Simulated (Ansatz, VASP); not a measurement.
**Pd in VASP and in Ansatz**

```
Pd
1.0
     4.96819    0.00000    0.00000
     0.00000    4.96819    0.00000
     0.00000    0.00000    4.96819
Pd
8
Direct
  0.00000 0.00000 0.00000
  0.50000 0.50000 0.50000
  0.25000 0.00000 0.50000
  0.75000 0.00000 0.50000
  0.50000 0.25000 0.00000
  0.50000 0.75000 0.00000
  0.00000 0.50000 0.25000
  0.00000 0.50000 0.75000
```

Alike in both runs: functional r2SCAN; k mesh 5 × 5 × 5; occupations fermi-dirac, width 0.05 eV; collinear spin.

Ansatz relaxed the structure, and its values are those at the end. VASP's run is a single point on that final structure, the one shown.

|  | VASP | Ansatz |
| --- | --- | --- |
| version | VASP 6.6.1 | Ansatz 0.2.0 |
| potentials or method | VASP PAW PBE potentials, release 64 (Pd), cutoff 520 eV | plane waves (500 eV) with PAW, scalar-relativistic |
| valence electrons in the cell | 80 | 144 |

```csv
,VASP,Ansatz,Ansatz less VASP
pressure (GPa),0.6,0.0,-0.53
net moment per atom (μB),0.00,0.00,0.000
```

VASP's potentials were made for PBE, not for r2SCAN. The functional is the same, so the differences come from potentials, cutoffs and numerics. VASP's potentials hold 80 valence electrons a cell and Ansatz's 144, so a difference there can come from the potentials and not from the codes. Ansatz's warnings: seeded moment not kept.
